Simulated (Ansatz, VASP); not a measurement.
**Two plane-wave programs on PdPtSe4**

File INCAR:

```
PREC     = Accurate       # precision mode
ENCUT    = 520            # plane-wave cutoff, eV
EDIFF    = 1E-7           # SCF threshold, eV
ISMEAR   = 0              # smearing method
SIGMA    = 0.02           # smearing width, eV
LREAL    = F              # projectors in reciprocal space
LASPH    = T              # aspherical terms in the spheres
NELM     = 60             # most SCF steps
ALGO     = Normal         # electronic algorithm
ISIF     = 2              # what is computed and relaxed
LWAVE    = F              # write WAVECAR
LCHARG   = T              # write CHGCAR
GGA      = PE             # functional
LELF     = T              # ELF
LVHAR    = T            
NBANDS   = 56             # bands
```

File KPOINTS:

```
Automatic mesh
0
Gamma
  6 6 4
```

POSCAR

```
PdPtSe4
1.0
    5.7590067000      0.0000000000      0.0000000000
    0.0000000000      5.9198771000      0.0000000000
   -0.0931470000      0.0000000000      9.1526591000
Pd Pt Se
2 2 8
Direct
    0.5000000000      0.0000000000      0.5000000000
    0.5000000000      0.5000000000      0.0000000000
    0.0000000000      0.5000000000      0.5000000000
    0.0000000000      0.0000000000      0.0000000000
    0.3878390000      0.8799620000      0.0808200000
    0.8881730000      0.6216220000      0.9184920000
    0.6121610000      0.3799620000      0.4191800000
    0.1118270000      0.1216220000      0.5815080000
    0.8881730000      0.8783780000      0.4184920000
    0.3878390000      0.6200380000      0.5808200000
    0.1118270000      0.3783780000      0.0815080000
    0.6121610000      0.1200380000      0.9191800000
```

Input for Ansatz:

```yaml
crystal:
  lattice:
    - [5.7590067, 0.0, 0.0]
    - [0.0, 5.9198771, 0.0]
    - [-0.093147, 0.0, 9.1526591]
  atoms:
    - { symbol: Pd, position: [0.5, 0.0, 0.5] }
    - { symbol: Pd, position: [0.5, 0.5, 0.0] }
    - { symbol: Pt, position: [0.0, 0.5, 0.5] }
    - { symbol: Pt, position: [0.0, 0.0, 0.0] }
    - { symbol: Se, position: [0.387839, 0.879962, 0.08082] }
    - { symbol: Se, position: [0.888173, 0.621622, 0.918492] }
    - { symbol: Se, position: [0.612161, 0.379962, 0.41918] }
    - { symbol: Se, position: [0.111827, 0.121622, 0.581508] }
    - { symbol: Se, position: [0.888173, 0.878378, 0.418492] }
    - { symbol: Se, position: [0.387839, 0.620038, 0.58082] }
    - { symbol: Se, position: [0.111827, 0.378378, 0.081508] }
    - { symbol: Se, position: [0.612161, 0.120038, 0.91918] }
basis:
  ecutwfc: 420
kpoints:
  mp_grid: { grid: [6, 6, 4] }
  band_path:
    path:
      - [0.0, 0.0, 0.0]
      - [0.0, 0.5, 0.0]
      - [0.0, 0.5, 0.5]
      - [0.0, 0.0, 0.5]
      - [0.0, 0.0, 0.0]
      - [-0.5, 0.0, 0.5]
      - [-0.5, 0.5, 0.5]
      - [0.0, 0.5, 0.0]
      - [-0.5, 0.5, 0.0]
      - [-0.5, 0.0, 0.0]
      - [0.0, 0.0, 0.0]
    npoints: 10
hamiltonian:
  xc: pbe
scf:
  occupations: { method: gaussian, width: 0.02 }
  n_extra_bands: 30
output:
  forces: true
  stress: true
  eigenvalues: true
  populations: true
  dos: { projected: true, de: 0.02, nscf_kmesh: { grid: [9, 9, 6] } }
  bader: false
  write_density: true
  write_potential: true
  elf: true
  volumetric_format: npy
```

Alike in both runs: task single point; functional PBE; k mesh 6 × 6 × 4; occupations gaussian, width 0.02 eV; no spin polarisation.

|  | VASP | Ansatz |
| --- | --- | --- |
| version | VASP 6.6.1 | Ansatz 0.2.0 |
| potentials or method | VASP PAW PBE potentials, release 64 (Pd, Pt, Se), cutoff 520 eV | scalar-relativistic, plane waves, PAW |
| valence electrons in the cell | 88 | 200 |

|  | VASP | Ansatz | Ansatz less VASP |
| --- | --- | --- | --- |
| gap on the k mesh at the Fermi level (eV) | 0.96 | 0.98 | +0.020 |
| least direct gap on the mesh (eV) | 1.16 | 1.17 | +0.016 |
| pressure (GPa) | 0.0 | 0.0 | -0.03 |
| rms of the force components (eV/Å) | 0.009 | 0.001 | -0.0076 |

Atom by atom the forces differ by 0.009 eV/Å (rms over components). VASP's potentials hold 88 valence electrons a cell and Ansatz's 200, so a difference there can come from the potentials and not from the codes.

Neither program's run includes spin-orbit coupling.
